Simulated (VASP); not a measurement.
Write the native input for VASP 6.6.1 that does the following.

- Task: electric field gradients
- Functional: PBE
- Potentials or basis: VASP PAW PBE potentials, release 64 (Sn_d, Se)
- Cutoff: 520 eV
- k mesh: 9 × 9 × 9
- Occupations: fermi-dirac, width 0.02 eV
- Spin: no spin polarisation
- Dipole correction: no
- Further INCAR settings: ALGO = Normal; EDIFF = 1e-08; NBANDS = 17

The structure of SnSe lies in POSCAR:

```
SnSe
1.0
    0.0000000000      2.9693193375      2.9693193375
    2.9693193375      0.0000000000      2.9693193375
    2.9693193375      2.9693193375      0.0000000000
Sn Se
1 1
Direct
    0.0000000000      0.0000000000      0.0000000000
    0.5000000000      0.5000000000      0.5000000000
```

This cell differs from its parent crystal: volume scaled by 0.96.

These files were run (other wordings do the same):

INCAR

```
PREC = Accurate
ENCUT = 520
EDIFF = 1E-8
ISMEAR = -1
SIGMA = 0.02
LREAL = F
LASPH = T
NELM = 100
ALGO = Normal
ISIF = 2
LWAVE = F
LCHARG = F
GGA = PE
LEFG = T
NBANDS = 17
```

KPOINTS

```
regular mesh
0
Gamma
  9 9 9
```

Potentials or basis: VASP PAW PBE potentials, release 64 (Sn_d, Se).

Run with:

```bash
$ cat potpaw_PBE.64/Sn_d/POTCAR potpaw_PBE.64/Se/POTCAR > POTCAR
$ mpirun -np 1 vasp_std > vasp.out
```

Results of the run:

```yaml
Pressure: 3.4 GPa
```

Caveat: without QUAD_EFG the Cq values of the log hold for a quadrupole moment of 1 mb, not for the nuclei.

It took 20 s on 1 thread of Intel(R) Xeon(R) Platinum 8375C CPU @ 2.90GHz (Ice Lake), with other jobs on the host, peak memory 0.19 GiB.
